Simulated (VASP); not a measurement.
# MgO (Pm-3m) in VASP: a series of runs

Aim: see how the results for MgO move with the level of theory and the settings. Levels: r2SCAN, HSE06. Tasks: single point.

All numbers are computed with VASP 6.6.1; they aren't measurements. Logs are shortened: lines on timing, memory, paths and dates and some standing lists are left out, and cuts for length are marked.

**1. The cell of the first run**

It takes space group Pm-3m (No. 221, cubic). Conventional cell: a = 2.623 Å, b = 2.623 Å, c = 2.623 Å, α = 90.00°, β = 90.00°, γ = 90.00°. Within 3.0 Å of Mg (site symmetry m-3m) lie 8 O at 2.27 Å and 6 Mg at 2.62 Å. O (site symmetry m-3m) has 8 Mg at 2.27 Å and 6 O at 2.62 Å within 3.0 Å.

**2. Single point, r2SCAN**

The input, POSCAR:

```
MgO
1.0
    2.6233491281      0.0000000000      0.0000000000
    0.0000000000      2.6233491281      0.0000000000
    0.0000000000      0.0000000000      2.6233491281
Mg O
1 1
Direct
    0.0000000000      0.0000000000      0.0000000000
    0.5000000000      0.5000000000      0.5000000000
```

The input, INCAR.step1:

```
SYSTEM = MgO
ALGO = Normal
EDIFF = 1E-4
ENCUT = 520
GGA = PE
ISMEAR = 0
LASPH = .TRUE.
LCHARG = .FALSE.
LREAL = .FALSE.
LWAVE = .TRUE.
NBANDS = 11
NELM = 100
PREC = Accurate
SIGMA = 0.01
```

The input, INCAR.step2:

```
SYSTEM = MgO
ALGO = Normal
EDIFF = 1E-7
ENCUT = 520
ISIF = 2
ISMEAR = 0
ISTART = 1
LASPH = .TRUE.
LCHARG = .FALSE.
LMIXTAU = .TRUE.
LREAL = .FALSE.
LWAVE = .FALSE.
METAGGA = R2SCAN
NBANDS = 11
NELM = 100
PREC = Accurate
SIGMA = 0.01
```

The input, KPOINTS:

```
k-points
0
G
  6 6 6
  0 0 0
```

Potentials or basis: VASP PAW PBE potentials, release 64 (Mg, O).

On the command line:

```
$ cat potpaw_PBE.64/Mg/POTCAR potpaw_PBE.64/O/POTCAR > POTCAR
$ cp INCAR.step1 INCAR
$ mpirun -np 1 vasp_std > vasp.out
$ cp INCAR.step2 INCAR
$ mpirun -np 1 vasp_std > vasp.out
```

OUTCAR:

```text
SYSTEM = MgO
   EDIFF = 1E-7
   ENCUT = 520
   ISIF = 2
   ISMEAR = 0
   ISTART = 1
   LASPH = .TRUE.
   LREAL = .FALSE.
   METAGGA = R2SCAN
   NELM = 100
   PREC = Accurate

 ion  position               nearest neighbor table
   1  0.000  0.000  0.000-   2 2.27   2 2.27   2 2.27   2 2.27   2 2.27   2 2.27   2 2.27   2 2.27

   2  0.500  0.500  0.500-   1 2.27   1 2.27   1 2.27   1 2.27   1 2.27   1 2.27   1 2.27   1 2.27

  LATTYP: Found a simple cubic cell.
 ALAT       =     2.6233491281

  Lattice vectors:

 A1 = (   2.6233491281,   0.0000000000,   0.0000000000)
 A2 = (   0.0000000000,   2.6233491281,   0.0000000000)
 A3 = (   0.0000000000,   0.0000000000,   2.6233491281)

Analysis of symmetry for initial positions (statically):
=====================================================================
 Subroutine PRICEL returns:
 Original cell was already a primitive cell.

 Routine SETGRP: Setting up the symmetry group for a
 simple cubic supercell.

 Subroutine GETGRP returns: Found 48 space group operations
 (whereof 48 operations were pure point group operations)
 out of a pool of 48 trial point group operations.

The static configuration has the point symmetry O_h .

Analysis of symmetry for dynamics (positions and initial velocities):
=====================================================================
 Subroutine PRICEL returns:
 Original cell was already a primitive cell.

 Routine SETGRP: Setting up the symmetry group for a
 simple cubic supercell.

 Subroutine GETGRP returns: Found 48 space group operations
 (whereof 48 operations were pure point group operations)
 out of a pool of 48 trial point group operations.

The dynamic configuration has the point symmetry O_h .

 Subroutine INISYM returns: Found 48 space group operations
 (whereof 48 operations are pure point group operations),
 and found     1 'primitive' translations

----------------------------------------------------------------------------------------

                                     Primitive cell

  volume of cell :      18.0538

  direct lattice vectors                    reciprocal lattice vectors
     2.623349128  0.000000000  0.000000000     0.381192114  0.000000000  0.000000000
     0.000000000  2.623349128  0.000000000     0.000000000  0.381192114  0.000000000
     0.000000000  0.000000000  2.623349128     0.000000000  0.000000000  0.381192114

  length of vectors
     2.623349128  2.623349128  2.623349128     0.381192114  0.381192114  0.381192114

  position of ions in fractional coordinates (direct lattice)
     0.000000000  0.000000000  0.000000000
     0.500000000  0.500000000  0.500000000

  ion indices of the primitive-cell ions
   primitive index   ion index
                 1           1
                 2           2

----------------------------------------------------------------------------------------

 KPOINTS: k-points

Automatic generation of k-mesh.
 Grid dimensions read from file:
 generate k-points for:    6    6    6

 Generating k-lattice:

  Cartesian coordinates                     Fractional coordinates (reciprocal lattice)
     0.063532019  0.000000000  0.000000000     0.166666667  0.000000000  0.000000000
     0.000000000  0.063532019  0.000000000     0.000000000  0.166666667  0.000000000
     0.000000000  0.000000000  0.063532019     0.000000000  0.000000000  0.166666667

  Length of vectors
     0.063532019  0.063532019  0.063532019

  Shift w.r.t. Gamma in fractional coordinates (k-lattice)
     0.000000000  0.000000000  0.000000000

 Subroutine IBZKPT returns following result:
 ===========================================

 Found     20 irreducible k-points:

 Following reciprocal coordinates:
            Coordinates               Weight
  0.000000  0.000000  0.000000      1.000000
  0.166667  0.000000  0.000000      6.000000
  0.333333  0.000000  0.000000      6.000000
  0.500000  0.000000  0.000000      3.000000
  0.166667  0.166667  0.000000     12.000000
  0.333333  0.166667  0.000000     24.000000
[... 12 lines left out ...]
  0.500000  0.500000  0.333333      6.000000
  0.500000  0.500000  0.500000      1.000000
   k-points           NKPTS =     20   k-points in BZ     NKDIM =     20   number of bands    NBANDS=     11
   number of dos      NEDOS =    301   number of ions     NIONS =      2
   total plane-waves  NPLWV =   8000
   dimension x,y,z NGX =    20 NGY =   20 NGZ =   20
   dimension x,y,z NGXF=    40 NGYF=   40 NGZF=   40
   ions per type =               1   1
   NGX,Y,Z   is equivalent  to a cutoff of  12.67, 12.67, 12.67 a.u.
   NGXF,Y,Z  is equivalent  to a cutoff of  25.35, 25.35, 25.35 a.u.
 SYSTEM =  MgO
   PREC   = accura    normal or accurate (medium, high low for compatibility)
   ISTART =      1    job   : 0-new  1-cont  2-samecut
   ICHARG =      0    charge: 1-file 2-atom 10-const
   ISPIN  =      1    spin polarized calculation?
   LNONCOLLINEAR =      F non collinear calculations
   LSORBIT =      F    spin-orbit coupling
   LASPH  =      T    aspherical Exc in radial PAW
   ENCUT  =  520.0 eV  38.22 Ry    6.18 a.u.   4.88  4.88  4.88*2*pi/ulx,y,z
   NELM   =    100;   NELMIN=  2; NELMDL=  0     # of ELM steps
   EDIFF  = 0.1E-06   stopping-criterion for ELM
   LREAL  =      F    real-space projection
   EDIFFG = 0.1E-05   stopping-criterion for IOM
   NSW    =      0    number of steps for IOM
   IBRION =     -1    ionic relax: 0-MD 1-quasi-New 2-CG
   NFREE  =      0    steps in history (QN), initial steepest desc. (CG)
   ISIF   =      2    stress and relaxation
   ISYM   =      2    0-nonsym 1-usesym 2-fastsym
   POTIM  = 0.5000    time-step for ionic-motion
   TEBEG  =    0.0;   TEEND  =   0.0 temperature during run
   PSTRESS=    0.0 pullay stress
   NELECT =       8.0000    total number of electrons
   NUPDOWN=      -1.0000    fix difference up-down
   EMIN   =  10.00;   EMAX   =-10.00  energy-range for DOS
   EFERMI =   0.00;   METHOD = LEGACY
   ISMEAR =     0;   SIGMA  =   0.01  broadening in eV -4-tet -1-fermi 0-gaus
   EFERMI_NEDOS =   21; number of points for ismear=-14 and -15
   IALGO  =     38    algorithm
   IMIX   =      4    mixing-type and parameters
     AMIX     =   0.40;   BMIX     =  1.00
     AMIX_MAG =   1.60;   BMIX_MAG =  1.00
  volume/ion in A,a.u.               =       9.03        60.92
  Fermi-wavevector in a.u.,A,eV,Ry     =   1.248098  2.358563 21.194461  1.557749
  Thomas-Fermi vector in A             =   2.382200
   LORBIT       =      0    0 simple, 1 ext, 2 COOP (PROOUT), +10 PAW based schemes
   METAGGA = R2SCAN    functional components
   LHFCALC =     F    Hartree Fock is set to
   AEXX    =    0.0000 exact exchange contribution
   IVDW    =     0    specifies the selected vdW correction
   LEPSILON=     F    determine dielectric tensor
   LRPA    =     F    only Hartree local field effects (RPA)
 non-spin polarized calculation
 Gauss-broadening in eV      SIGMA  =   0.01
  energy-cutoff  :      520.00
  volume of cell :       18.05
 maximum number of plane-waves:       500
 NGX is ok and might be reduce to    20
   NGX =  9   NGY =  9   NGZ =  9

 number of electron       7.9999999 magnetization

 Free energy of the ion-electron system (eV)
  ---------------------------------------------------
  ext. energy  EPLUGINS =         0.00000000
  ---------------------------------------------------
  free energy    TOTEN  =       -14.52546588 eV

  energy without entropy =      -14.52546588  energy(sigma->0) =      -14.52546588

 E-fermi :   4.9544     XC(G=0): -11.8828

 val. band max:        4.8201026405   @ k =   0.5000   0.5000   0.0000
 cond. band min:       8.2691870089   @ k =   0.0000   0.0000   0.0000
 fundamental gap:      3.4490843684
 Fermi energy:         4.9544119784

 k-point     1 :       0.0000    0.0000    0.0000
  band No.  band energies     occupation
      1     -14.7632      2.00000
      2       3.7612      2.00000
      3       3.7612      2.00000
      4       3.7612      2.00000
      5       8.2692      0.00000
      6      16.2792      0.00000
      7      16.2792      0.00000
      8      26.7075      0.00000
      9      26.7075      0.00000
     10      26.7075      0.00000
     11      33.8522      0.00000

 k-point     2 :       0.1667    0.0000    0.0000
  band No.  band energies     occupation
      1     -14.4971      2.00000
      2       1.8902      2.00000
      3       3.8733      2.00000
      4       3.8733      2.00000
      5       9.5876      0.00000
      6      16.7717      0.00000
      7      16.8801      0.00000
      8      26.1252      0.00000
      9      26.1252      0.00000
     10      27.3124      0.00000
     11      31.9382      0.00000

 k-point     3 :       0.3333    0.0000    0.0000
  band No.  band energies     occupation
      1     -13.8944      2.00000
      2      -0.6910      2.00000
      3       4.1079      2.00000
      4       4.1079      2.00000
      5      11.5301      0.00000
      6      16.4427      0.00000
      7      18.6370      0.00000
      8      24.7719      0.00000
      9      24.7719      0.00000
     10      26.5813      0.00000
     11      30.4538      0.00000

 k-point     4 :       0.5000    0.0000    0.0000
  band No.  band energies     occupation
      1     -13.5452      2.00000
      2      -1.7880      2.00000
      3       4.2309      2.00000
      4       4.2309      2.00000
      5      12.8277      0.00000
      6      15.4536      0.00000
      7      20.6222      0.00000
      8      23.3637      0.00000
      9      24.0717      0.00000
     10      24.0717      0.00000
     11      30.0897      0.00000
[... 183 lines left out ...]
 k-point    18 :       0.5000    0.3333    0.3333
  band No.  band energies     occupation
      1     -12.2744      2.00000
      2       0.3565      2.00000
      3       1.4693      2.00000
      4       1.7076      2.00000
      5      13.1234      0.00000
      6      14.1579      0.00000
      7      15.1141      0.00000
      8      23.3235      0.00000
      9      24.5699      0.00000
     10      24.6999      0.00000
     11      26.4395      0.00000

 k-point    19 :       0.5000    0.5000    0.3333
  band No.  band energies     occupation
      1     -12.0324      2.00000
      2       0.7281      2.00000
      3       0.7281      2.00000
      4       1.8680      2.00000
      5      12.4333      0.00000
      6      14.3102      0.00000
      7      14.3102      0.00000
      8      23.7675      0.00000
      9      24.3422      0.00000
     10      25.2234      0.00000
     11      25.2234      0.00000

 k-point    20 :       0.5000    0.5000    0.5000
  band No.  band energies     occupation
      1     -11.7919      2.00000
      2       1.0311      2.00000
      3       1.0311      2.00000
      4       1.0311      2.00000
      5      13.2282      0.00000
      6      13.2282      0.00000
      7      13.2282      0.00000
      8      22.7412      0.00000
      9      25.2247      0.00000
     10      25.2247      0.00000
     11      25.2247      0.00000

------------------------ aborting loop because EDIFF is reached ----------------------------------------

  FORCE on cell =-STRESS in cart. coord.  units (eV):
  Direction    XX          YY          ZZ          XY          YZ          ZX
  --------------------------------------------------------------------------------------
  -------------------------------------------------------------------------------------
  Total       -0.1368048     -0.1368048     -0.1368048     -0.0000000     -0.0000000      0.0000000
  in kB      -12.1407001    -12.1407001    -12.1407001     -0.0000000     -0.0000000      0.0000000
  external PRESSURE =     -12.1407001 kB  Pullay stress =       0.0000000 kB

 VOLUME and BASIS-vectors are now :
 -----------------------------------------------------------------------------
  energy-cutoff  :      520.00
  volume of cell :       18.05
      direct lattice vectors                 reciprocal lattice vectors
     2.623349128  0.000000000  0.000000000     0.381192114  0.000000000  0.000000000
     0.000000000  2.623349128  0.000000000     0.000000000  0.381192114  0.000000000
     0.000000000  0.000000000  2.623349128     0.000000000  0.000000000  0.381192114

 POSITION                                       TOTAL-FORCE (eV/Angst)
 -----------------------------------------------------------------------------------
      0.00000      0.00000      0.00000         0.000000      0.000000      0.000000
      1.31167      1.31167      1.31167         0.000000      0.000000      0.000000
 -----------------------------------------------------------------------------------
    total drift:                                0.000000      0.000000      0.000000

  FREE ENERGIE OF THE ION-ELECTRON SYSTEM (eV)
  ---------------------------------------------------
  free  energy   TOTEN  =       -14.5254658817 eV

  energy  without entropy=      -14.5254658817  energy(sigma->0) =      -14.52546588
```

It used 20 s of CPU time on 1 thread of AMD EPYC 7R13 Processor (Zen 3), on a shared host.

Results:

| Property | Result |
| --- | --- |
| Free energy | -14.5255 eV |
| Pressure | -1.2 GPa |
| Band gap on the k mesh | 3.45 eV, indirect (least direct gap 4.51 eV) |

Caveat: the PAW data sets were made with another functional, which shifts forces and pressure a little. A k mesh can miss the band edges.

**3. Single point, HSE06**

POSCAR is that of step 2.

The input, INCAR.step1:

```
ALGO = Normal ; EDIFF = 1E-5
ENCUT = 520 ; GGA = PE
ISIF = 2 ; ISMEAR = 0
LASPH = True ; LCHARG = False
LREAL = False ; LWAVE = True
NBANDS = 11 ; NELM = 60
PREC = Accurate ; SIGMA = 0.01
```

The input, INCAR.step2:

```
ALGO = Normal ; EDIFF = 1E-6
ENCUT = 520 ; GGA = PE
HFSCREEN = 0.2079 ; ISIF = 2
ISMEAR = 0 ; ISTART = 1
LASPH = True ; LCHARG = False
LHFCALC = True ; LREAL = False
LWAVE = False ; NBANDS = 11
NELM = 60 ; PREC = Accurate
PRECFOCK = Normal ; SIGMA = 0.01
```

The input, KPOINTS:

```
k-points
0
Gamma
  6 6 6
```

Potentials or basis: VASP PAW PBE potentials, release 64 (Mg, O).

On the command line:

```
$ cat potpaw_PBE.64/Mg/POTCAR potpaw_PBE.64/O/POTCAR > POTCAR
$ cp INCAR.step1 INCAR
$ mpirun -np 1 vasp_std > vasp.out
$ cp INCAR.step2 INCAR
$ mpirun -np 1 vasp_std > vasp.out
```

It used 480 s of CPU time on 1 thread of AMD EPYC 7R13 Processor (Zen 3), on a shared host.

It converged, with:

```
Free energy            : -12.6037 eV
Pressure               : -1.2 GPa
Band gap on the k mesh : 4.14 eV, indirect (least direct gap 5.24 eV)
```

Levels at points of the mesh, in eV from the valence-band top:
```csv
k point,band 2,band 3,band 4,band 5,band 6,band 7
"(0.00, 0.00, 0.00)",-1.10,-1.10,-1.10,4.14,12.18,12.18
"(0.50, 0.00, 0.00)",-7.02,-0.61,-0.61,8.82,11.61,16.49
"(0.50, 0.50, 0.00)",-5.12,-5.12,0.00,6.56,14.43,14.43
"(0.50, 0.50, 0.50)",-3.97,-3.97,-3.97,9.18,9.18,9.18
```

Caveat: the PAW data sets were made with another functional, which shifts forces and pressure a little.
